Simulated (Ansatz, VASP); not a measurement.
## One calculation of SnSe, two programs

File INCAR:

```
SYSTEM = SnSe
ALGO = Normal
EDIFF = 1E-6
ENCUT = 500
GGA = CA
GGA_COMPAT = .False.
ISIF = 2
ISMEAR = 0
LASPH = .True.
LCHARG = .True.
LELF = .True.
LREAL = .False.
LVHAR = .True.
LWAVE = .False.
NBANDS = 28
NELM = 120
PREC = Accurate
SIGMA = 0.05
```

Contents of KPOINTS:

```
k-points
0
Gamma
  6 6 4
  0 0 0
```

POSCAR

```
SnSe
1.0
    4.1898989379      0.0000000000      0.0000000000
    0.0000000000      4.1898989379      0.0000000000
    0.0000000000      0.0000000000     10.9796229414
Sn Se
2 2
Direct
    0.5000000000      0.0000000000      0.3736094434
    0.0000000000      0.5000000000      0.6218366662
    0.5000000000      0.0000000000      0.6217782129
    0.0000000000      0.5000000000      0.3782217871
```

Input for Ansatz:

```yaml
crystal:
  lattice:
    - [4.1898989379, 0.0, 0.0]
    - [0.0, 4.1898989379, 0.0]
    - [0.0, 0.0, 10.9796229414]
  atoms:
    - { symbol: Sn, position: [0.5, 0.0, 0.3736094434] }
    - { symbol: Sn, position: [0.0, 0.5, 0.6218366662] }
    - { symbol: Se, position: [0.5, 0.0, 0.6217782129] }
    - { symbol: Se, position: [0.0, 0.5, 0.3782217871] }
basis:
  ecutwfc: 420
kpoints:
  mp_grid: { grid: [6, 6, 4] }
hamiltonian:
  xc: lda
scf:
  occupations: { method: gaussian, width: 0.05 }
output:
  forces: true
  stress: true
  eigenvalues: true
```

Alike in both runs: task single point; functional LDA; k mesh 6 × 6 × 4; occupations gaussian, width 0.05 eV; no spin polarisation.

```csv
,VASP,Ansatz
version,VASP 6.6.1,Ansatz 0.2.0
potentials or method,"VASP PAW LDA potentials, release 64 (Sn_d, Se), cutoff 500 eV","scalar-relativistic, plane waves, PAW"
valence electrons in the cell,40,60
```

```csv
,VASP,Ansatz,Ansatz less VASP
gap on the k mesh at the Fermi level (eV),1.41,1.43,+0.017
least direct gap on the mesh (eV),1.48,1.48,-0.002
rms of the force components (eV/Å),0.103,0.110,+0.0070
```

LDA's correlation is that of Perdew and Zunger in VASP and of Perdew and Wang (1992) in Ansatz. Atom by atom the forces differ by 0.013 eV/Å (rms over components). VASP's potentials hold 40 valence electrons a cell and Ansatz's 60, so a difference there can come from the potentials and not from the codes.
